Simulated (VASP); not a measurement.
# AlC2 (I4/mmm) in VASP: notebook

The runs below take AlC2 through single point, relaxation of cell and atoms, with PBE.

Everything below comes from runs of VASP 6.6.1. Logs are shortened: lines on timing, memory, paths and dates and some standing lists are left out, and cuts for length are marked.

## 1. The cell of the first run

The structure is tetragonal, space group I4/mmm (No. 139). Conventional cell: a = 2.645 Å, b = 2.645 Å, c = 7.187 Å, α = 90.00°, β = 90.00°, γ = 90.00°. Within 2.7 Å of Al (site symmetry 4/mmm) lie 10 C at 2.06 to 2.42 Å and 4 Al at 2.65 Å. C (site symmetry 4mm) has 8 C at 1.94 to 2.65 Å and 5 Al at 2.06 to 2.42 Å within 2.7 Å.

## 2. Single point, PBE

The input, INCAR:

```
PREC = Accurate
ENCUT = 520
EDIFF = 1E-6
ISMEAR = 0
SIGMA = 0.1
LREAL = F
LASPH = T
NELM = 100
ALGO = Normal
ISIF = 2
LWAVE = F
LCHARG = F
GGA = PE
NBANDS = 12
```

The input, KPOINTS:

```
regular mesh
0
Gamma
  8 8 8
```

The input, POSCAR:

```
AlC2
1.0
   -1.3226235504      1.3226235504      3.5935859466
    1.3226235504     -1.3226235504      3.5935859466
    1.3226235504      1.3226235504     -3.5935859466
Al C
1 2
Direct
    0.0000000000      0.0000000000      0.0000000000
    0.2863062316      0.2863062316      0.0000000000
    0.7136937684      0.7136937684      0.0000000000
```

Potentials or basis: VASP PAW PBE potentials, release 64 (Al, C).

Command:

```sh
$ cat potpaw_PBE.64/Al/POTCAR potpaw_PBE.64/C/POTCAR > POTCAR
$ mpirun -np 1 vasp_std > vasp.out
```

OUTCAR:

```text
PREC = Accurate
   ENCUT = 520
   EDIFF = 1E-6
   ISMEAR = 0
   LREAL = F
   LASPH = T
   NELM = 100
   ISIF = 2
   GGA = PE

 ion  position               nearest neighbor table
   1  0.000  0.000  0.000-   2 2.06   3 2.06   2 2.42   3 2.42   3 2.42   3 2.42   2 2.42   2 2.42
                             3 2.42   2 2.42
   2  0.286  0.286  0.000-   3 1.94   3 1.94   3 1.94   3 1.94   1 2.06   1 2.42   1 2.42   1 2.42
                             1 2.42
   3  0.714  0.714  0.000-   2 1.94   2 1.94   2 1.94   2 1.94   1 2.06   1 2.42   1 2.42   1 2.42
                             1 2.42

  LATTYP: Found a body centered tetragonal cell.
 ALAT       =     2.6452471008
 C/A-ratio  =     2.7170134280

  Lattice vectors:

 A1 = (  -1.3226235504,   1.3226235504,   3.5935859466)
 A2 = (   1.3226235504,  -1.3226235504,   3.5935859466)
 A3 = (   1.3226235504,   1.3226235504,  -3.5935859466)

Analysis of symmetry for initial positions (statically):
=====================================================================
 Subroutine PRICEL returns:
 Original cell was already a primitive cell.

 Routine SETGRP: Setting up the symmetry group for a
 body centered tetragonal supercell.

 Subroutine GETGRP returns: Found 16 space group operations
 (whereof 16 operations were pure point group operations)
 out of a pool of 16 trial point group operations.

The static configuration has the point symmetry D_4h.

Analysis of symmetry for dynamics (positions and initial velocities):
=====================================================================
 Subroutine PRICEL returns:
 Original cell was already a primitive cell.

 Routine SETGRP: Setting up the symmetry group for a
 body centered tetragonal supercell.

 Subroutine GETGRP returns: Found 16 space group operations
 (whereof 16 operations were pure point group operations)
 out of a pool of 16 trial point group operations.

The dynamic configuration has the point symmetry D_4h.

 Subroutine INISYM returns: Found 16 space group operations
 (whereof 16 operations are pure point group operations),
 and found     1 'primitive' translations

----------------------------------------------------------------------------------------

                                     Primitive cell

  volume of cell :      25.1455

  direct lattice vectors                    reciprocal lattice vectors
    -1.322623550  1.322623550  3.593585947     0.000000000  0.378036517  0.139136786
     1.322623550 -1.322623550  3.593585947     0.378036517  0.000000000  0.139136786
     1.322623550  1.322623550 -3.593585947     0.378036517  0.378036517  0.000000000

  length of vectors
     4.051237597  4.051237597  4.051237597     0.402828317  0.402828317  0.534624369

  position of ions in fractional coordinates (direct lattice)
     0.000000000  0.000000000  0.000000000
     0.286306232  0.286306232  0.000000000
     0.713693768  0.713693768  0.000000000

  ion indices of the primitive-cell ions
   primitive index   ion index
                 1           1
                 2           2
                 3           3

----------------------------------------------------------------------------------------

 KPOINTS: regular mesh

Automatic generation of k-mesh.
 Grid dimensions read from file:
 generate k-points for:    8    8    8

 Generating k-lattice:

  Cartesian coordinates                     Fractional coordinates (reciprocal lattice)
     0.000000000  0.047254565  0.017392098     0.125000000  0.000000000 -0.000000000
     0.047254565  0.000000000  0.017392098     0.000000000  0.125000000 -0.000000000
     0.047254565  0.047254565  0.000000000     0.000000000  0.000000000  0.125000000

  Length of vectors
     0.050353540  0.050353540  0.066828046

  Shift w.r.t. Gamma in fractional coordinates (k-lattice)
     0.000000000  0.000000000  0.000000000

 Subroutine IBZKPT returns following result:
 ===========================================

 Found     59 irreducible k-points:

 Following reciprocal coordinates:
            Coordinates               Weight
[... 52 lines left out ...]
  band No.  band energies     occupation
      1      -5.1533      2.00000
      2      -0.5784      2.00000
      3       2.9939      2.00000
      4       6.2507      2.00000
      5       9.6152      2.00000
      6      10.5476      0.00000
      7      13.3025      0.00000
      8      13.6815      0.00000
      9      16.2814      0.00000
     10      16.6450      0.00000
     11      21.7569      0.00000
     12      22.5750      0.00000

 k-point     5 :       0.5000   -0.0000    0.0000
  band No.  band energies     occupation
      1      -3.1472      2.00000
      2      -3.0506      2.00000
      3       3.6826      2.00000
      4       5.0649      2.00000
      5      11.2093      0.00000
      6      11.4579      0.00000
      7      11.8866      0.00000
      8      14.6202      0.00000
      9      15.1540      0.00000
     10      15.9152      0.00000
     11      20.9822      0.00000
     12      24.3056      0.00000
[... 228 lines left out ...]
      1       0.5391      2.00000
      2       1.2233      2.00000
      3       1.3928      2.00000
      4       2.0118      2.00000
      5       6.3788      2.00000
      6       8.7995      2.00000
      7       9.0136      2.00000
      8      13.7675      0.00000
      9      14.3619      0.00000
     10      17.1649      0.00000
     11      20.8816      0.00000
     12      23.0369      0.00000

 k-point    22 :       0.1250    0.1250    0.1250
  band No.  band energies     occupation
      1      -5.5414      2.00000
      2       2.8243      2.00000
      3       3.6584      2.00000
      4       3.9527      2.00000
      5       7.4538      2.00000
      6      10.3402      0.09483
      7      11.4216      0.00000
      8      12.1837      0.00000
      9      15.9659      0.00000
     10      19.9084      0.00000
     11      22.0947      0.00000
     12      22.8466      0.00000

 k-point    23 :       0.2500    0.1250    0.1250
  band No.  band energies     occupation
      1      -4.0408      2.00000
      2       0.4837      2.00000
      3       4.0162      2.00000
      4       4.8280      2.00000
      5       7.0643      2.00000
      6       8.7215      2.00000
      7      11.1253      0.00000
      8      13.0859      0.00000
      9      16.6507      0.00000
     10      18.9507      0.00000
     11      21.1371      0.00000
     12      21.5718      0.00000

 k-point    24 :       0.3750    0.1250    0.1250
  band No.  band energies     occupation
      1      -2.0640      2.00000
      2      -1.9417      2.00000
      3       4.6999      2.00000
      4       5.8630      2.00000
      5       6.4265      2.00000
      6       6.8349      2.00000
      7      12.0511      0.00000
      8      14.0320      0.00000
      9      16.8415      0.00000
     10      17.2630      0.00000
     11      20.8346      0.00000
     12      21.2140      0.00000

 [... further k-points ...]

------------------------ aborting loop because EDIFF is reached ----------------------------------------

  FORCE on cell =-STRESS in cart. coord.  units (eV):
  Direction    XX          YY          ZZ          XY          YZ          ZX
  --------------------------------------------------------------------------------------
  -------------------------------------------------------------------------------------
  Total       -0.0430103     -0.0430103     -0.0456264      0.0000000      0.0000000      0.0000000
  in kB       -2.7404571     -2.7404571     -2.9071429      0.0000000      0.0000000      0.0000000
  external PRESSURE =      -2.7960191 kB  Pullay stress =       0.0000000 kB

 VOLUME and BASIS-vectors are now :
 -----------------------------------------------------------------------------
  energy-cutoff  :      520.00
  volume of cell :       25.15
      direct lattice vectors                 reciprocal lattice vectors
    -1.322623550  1.322623550  3.593585947     0.000000000  0.378036517  0.139136786
     1.322623550 -1.322623550  3.593585947     0.378036517  0.000000000  0.139136786
     1.322623550  1.322623550 -3.593585947     0.378036517  0.378036517  0.000000000

 POSITION                                       TOTAL-FORCE (eV/Angst)
 -----------------------------------------------------------------------------------
      0.00000      0.00000      0.00000         0.000000      0.000000     -0.000000
      0.00000      0.00000      2.05773         0.000000      0.000000      0.005462
      0.00000      0.00000      5.12944        -0.000000     -0.000000     -0.005462
 -----------------------------------------------------------------------------------
    total drift:                                0.000000     -0.000000      0.000000

  FREE ENERGIE OF THE ION-ELECTRON SYSTEM (eV)
  ---------------------------------------------------
  free  energy   TOTEN  =       -16.0791109186 eV

  energy  without entropy=      -16.0760113192  energy(sigma->0) =      -16.07756112
```

It took 30 s on 1 thread of Intel Xeon 8259CL, shared host; peak memory 0.17 GiB.

Results:

| Item | Value |
| --- | --- |
| Free energy | -16.0791 eV |
| Pressure | -0.3 GPa |
| Largest force | 0.005 eV/Å |
| Band gap on the k mesh | zero (an odd number of electrons rules out a gap without spin polarisation) |

Forces on the atoms (eV/Å):
```
Al   0.000  0.000  0.000
C    0.000  0.000  0.005
C    0.000  0.000 -0.005
```

Levels at points of the mesh, in eV from the Fermi level:
| k point | band 3 | band 4 | band 5 | band 6 | band 7 | band 8 |
| --- | --- | --- | --- | --- | --- | --- |
| (0.00, 0.00, 0.00) | -5.40 | -2.96 | -2.96 | -0.50 | 4.18 | 6.06 |
| (0.50, 0.00, 0.00) | -6.54 | -5.16 | 0.99 | 1.24 | 1.66 | 4.40 |
| (0.50, 0.50, 0.00) | -8.83 | -8.21 | -3.84 | -1.42 | -1.21 | 3.55 |
| (0.50, 0.50, 0.50) | -3.20 | -3.20 | -0.90 | 2.05 | 4.62 | 6.20 |

Caveat: an odd number of electrons without spin polarisation forces a metal; a magnetic or distorted state may lie lower.

## 3. Single point, PBE

This run uses another cell than the first one, of 11.01 Å³/atom.

The input, INCAR:

```
PREC = Accurate
ENCUT = 520
EDIFF = 1E-6
ISMEAR = 0
SIGMA = 0.1
LREAL = False
LASPH = True
NELM = 80
ALGO = Normal
ISIF = 2
LWAVE = False
LCHARG = True
GGA = PE
LELF = True
LVHAR = True
NBANDS = 12
```

The input, KPOINTS:

```
Automatic mesh
0
Gamma
  10 10 10
```

The input, POSCAR:

```
AlC2
1.0
   -1.3642048210      1.3642048210      4.4387428058
    1.3642048210     -1.3642048210      4.4387428058
    1.3642048210      1.3642048210     -4.4387428058
Al C
1 2
Direct
    0.0000000000      0.0000000000      0.0000000000
    0.3400000000      0.3400000000      0.0000000000
    0.6600000000      0.6600000000      0.0000000000
```

Potentials or basis: VASP PAW PBE potentials, release 64 (Al, C).

Command:

```sh
$ cat potpaw_PBE.64/Al/POTCAR potpaw_PBE.64/C/POTCAR > POTCAR
$ mpirun -np 1 vasp_std > vasp.out
```

Wall time 1.8 min (1 thread of Intel Xeon 8259CL, shared host); peak memory 0.21 GiB.

The run converged. Its results:

```yaml
Free_energy: -14.5200 eV
Pressure: -19.5 GPa
Largest_force: 0.804 eV/Å
Band_gap_on_the_k_mesh: zero (an odd number of electrons rules out a gap without spin polarisation)
```

Forces on the atoms (eV/Å):
```
Al   0.000  0.000  0.000
C    0.000  0.000  0.804
C    0.000  0.000 -0.804
```

Stress tensor (GPa, compression positive):
```
-13.41   0.00   0.00
  0.00 -13.41   0.00
  0.00   0.00 -31.57
```

Levels at points of the mesh, in eV from the Fermi level:
```tsv
k point	band 3	band 4	band 5	band 6	band 7	band 8
(0.00, 0.00, 0.00)	-6.31	0.94	0.94	2.17	2.17	2.46
(0.50, 0.00, 0.00)	-6.21	-5.28	-0.46	0.34	2.21	2.78
(0.50, 0.50, 0.00)	-4.99	-3.69	-3.26	-1.51	-0.66	0.81
(0.50, 0.50, 0.50)	-1.38	-0.68	0.39	0.39	3.06	3.06
```

Caveat: the stress differs along the axes, from -32 to -13 GPa; an odd number of electrons without spin polarisation forces a metal; a magnetic or distorted state may lie lower.

## 4. Relaxation of cell and atoms, PBE

This run uses another cell than the first one, of 11.01 Å³/atom.

The input, INCAR:

```
SYSTEM = AlC2
PREC = Accurate
ENCUT = 600
EDIFF = 1E-7
ISMEAR = 0
SIGMA = 0.1
LREAL = .FALSE.
LASPH = .TRUE.
NELM = 80
ALGO = Normal
ISIF = 3
LWAVE = .FALSE.
LCHARG = .FALSE.
GGA = PE
IBRION = 2
NSW = 90
EDIFFG = -0.04
```

The input, KPOINTS:

```
Automatic mesh
0
G
  8 8 8
  0 0 0
```

POSCAR is that of step 3.

Command:

```sh
$ cat potpaw_PBE.64/Al/POTCAR potpaw_PBE.64/C/POTCAR > POTCAR
$ mpirun -np 1 vasp_std > vasp.out
```

Run time: 20 min. Hardware: 1 thread of Intel Xeon 8259CL, shared host; peak memory 0.28 GiB.

It converged, with:

- Free energy: -19.0928 eV
- Relaxed volume: 9.49 Å³/atom
- Relaxed cell: a = 3.512 Å, b = 3.512 Å, c = 3.512 Å, α = 124.15°, β = 124.15°, γ = 82.95°
- Space group after relaxing (to 0.1 Å): I4/mmm (No. 139)
- Energy gained by relaxing: 1518.7 meV/atom
- Ionic steps: 34
- Pressure after relaxing: -0.1 GPa
- Largest force after relaxing: 0.030 eV/Å
- Band gap on the k mesh: zero (an odd number of electrons rules out a gap without spin polarisation)

Forces in eV/Å, atoms in the order of the input:
```
Al   0.000  0.000  0.000
C    0.000  0.000 -0.030
C    0.000  0.000  0.030
```

Stress tensor (GPa, compression positive):
```
 0.08  0.00  0.00
 0.00  0.08  0.00
 0.00  0.00 -0.44
```

Step by step:
```csv
step,energy change (eV),largest force (eV/Å),pressure (GPa),volume (Å³)
1,0.0000,0.7694,-19.84,33.04
2,-0.5803,0.3557,1.83,26.91
3,-0.5820,0.4246,3.20,26.69
4,-0.7753,0.4956,2.40,26.33
5,-1.2517,1.7523,12.76,24.68
6,-1.3801,2.7432,10.36,24.95
7,-2.0459,6.3310,3.91,25.65
8,-3.4511,8.9682,21.94,26.38
9,-3.3991,8.5950,29.86,26.40
10,-3.4390,8.8574,24.88,26.39
11,-3.4601,8.6245,26.06,26.47
12,-3.4941,7.8122,30.24,26.69
13,-3.4950,7.5235,31.77,26.76
14,-3.5335,7.3350,31.08,26.79
15,-3.6437,6.7898,29.06,26.88
16,-3.8417,5.7645,25.26,27.06
17,-4.1527,3.6680,18.96,27.41
18,-4.4519,0.6265,11.29,28.13
19,-4.4673,1.6122,10.54,28.32
20,-4.4675,1.9254,10.35,28.38
21,-4.5067,1.2158,6.88,28.56
22,-4.5460,0.6041,-2.29,29.10
23,-4.5469,0.3992,-1.24,29.03
24,-4.5469,0.3595,-1.03,29.02
25,-4.5486,0.2761,-1.11,29.01
26,-4.5518,0.0448,-1.27,29.00
27,-4.5518,0.3238,-1.29,28.98
28,-4.5527,0.1567,-1.31,28.99
29,-4.5536,0.0913,-1.38,28.93
30,-4.5548,0.1071,-1.58,28.74
31,-4.5556,0.0196,-0.89,28.63
32,-4.5559,0.0687,-0.20,28.51
33,-4.5559,0.0769,-0.14,28.50
34,-4.5560,0.0300,-0.09,28.47
```

Final structure:
```
CELL_PARAMETERS angstrom
-1.64475 1.64475 2.63148
1.64475 -1.64475 2.63148
1.64475 1.64475 -2.63148
ATOMIC_POSITIONS crystal
Al 0.00000 0.00000 0.00000
C 0.37299 0.37299 0.00000
C 0.62701 0.62701 0.00000
```

Levels at points of the mesh, in eV from the Fermi level:
| k point | band 3 | band 4 | band 5 | band 6 | band 7 | band 8 |
| --- | --- | --- | --- | --- | --- | --- |
| (0.00, 0.00, 0.00) | -5.47 | -3.96 | -3.96 | -0.75 | -0.75 | 3.58 |
| (0.50, 0.00, 0.00) | -7.01 | -5.41 | -4.96 | 0.78 | 0.85 | 3.54 |
| (0.50, 0.50, 0.00) | -8.55 | -7.36 | -6.10 | -3.68 | 2.96 | 4.46 |
| (0.50, 0.50, 0.50) | -6.68 | -6.68 | -5.26 | 0.35 | 1.92 | 4.56 |

Caveat: a cell axis changed by over 15 % at a fixed basis, so the end point is rough; an odd number of electrons without spin polarisation forces a metal; a magnetic or distorted state may lie lower.

## 5. Single point, PBE

This run uses another cell than the first one, of 8.36 Å³/atom.

The input, INCAR:

```
SYSTEM = AlC2
PREC = Accurate
ENCUT = 520
EDIFF = 1E-6
ISMEAR = 0
SIGMA = 0.1
LREAL = .False.
LASPH = .True.
NELM = 100
ALGO = Normal
ISIF = 2
LWAVE = .False.
LCHARG = .False.
GGA = PE
NBANDS = 12
```

The input, KPOINTS:

```
Automatic mesh
0
Gamma
  24 24 24
  0 0 0
```

The input, POSCAR:

```
AlC2
1.0
   -1.3257194260      1.3257194260      3.5655340675
    1.3257194260     -1.3257194260      3.5655340675
    1.3257194260      1.3257194260     -3.5655340675
Al C
1 2
Direct
    0.0000000000      0.0000000000      0.0000000000
    0.2895235960      0.2895235960      0.0000000000
    0.7104764040      0.7104764040      0.0000000000
```

Command:

```sh
$ cat potpaw_PBE.64/Al/POTCAR potpaw_PBE.64/C/POTCAR > POTCAR
$ mpirun -np 1 vasp_std > vasp.out
```

Run time: 12 min. Hardware: 1 thread of Intel Xeon 8259CL, shared host; peak memory 0.41 GiB.

Results (log left out):

| Property | Result |
| --- | --- |
| Free energy | -16.0568 eV |
| Pressure | 0.0 GPa |
| Largest force | 0.003 eV/Å |
| Band gap on the k mesh | zero (an odd number of electrons rules out a gap without spin polarisation) |

Forces on the atoms (eV/Å):
```
Al   0.000  0.000  0.000
C    0.000  0.000  0.003
C    0.000  0.000 -0.003
```

Levels at points of the mesh, in eV from the Fermi level:
```csv
k point,band 3,band 4,band 5,band 6,band 7,band 8
"(0.00, 0.00, 0.00)",-5.47,-2.94,-2.94,-0.61,4.32,5.62
"(0.50, 0.00, 0.00)",-6.68,-5.23,0.89,1.18,1.61,4.23
"(0.50, 0.50, 0.00)",-8.85,-8.17,-3.99,-1.65,-1.21,3.68
"(0.50, 0.50, 0.50)",-3.21,-3.21,-1.01,1.87,5.05,6.05
```

Caveat: an odd number of electrons without spin polarisation forces a metal; a magnetic or distorted state may lie lower.

## 6. Overview

| task | cell | k mesh | cutoff (eV) | gap on the mesh (eV) | pressure (GPa) | largest force (eV/Å) |
| --- | --- | --- | --- | --- | --- | --- |
| single point | a = 4.051 Å, angles 141.9, 141.9, 55.0°, 3 atoms, atomic positions A | 8 × 8 × 8 | 520 | none | -0.3 | 0.01 |
| single point | a = 4.840 Å, angles 147.3, 147.3, 47.0°, 3 atoms, atomic positions B | 10 × 10 × 10 | 520 | none | -19.5 | 0.80 |
| relaxation of cell and atoms | relaxed from a = 4.840 Å, angles 147.3, 147.3, 47.0°, 3 atoms, atomic positions B | 8 × 8 × 8 | 600 | none | -0.1 | 0.03 |
| single point | a = 4.028 Å, angles 141.6, 141.6, 55.5°, 3 atoms, atomic positions C | 24 × 24 × 24 | 520 | none | 0.0 | - |

Alike in all rows: level PBE; potentials or basis VASP PAW PBE potentials, release 64 (Al, C); no spin polarisation; smearing gaussian 0.1 eV.

Caveats: an odd number of electrons without spin polarisation forces a metal; a magnetic or distorted state may lie lower; the stress differs along the axes, from -32 to -13 GPa (at least some runs); a cell axis changed by over 15 % at a fixed basis, so the end point is rough (at least some runs).

Total energies depend on the potentials used, so only differences within one code and one set of settings carry meaning.
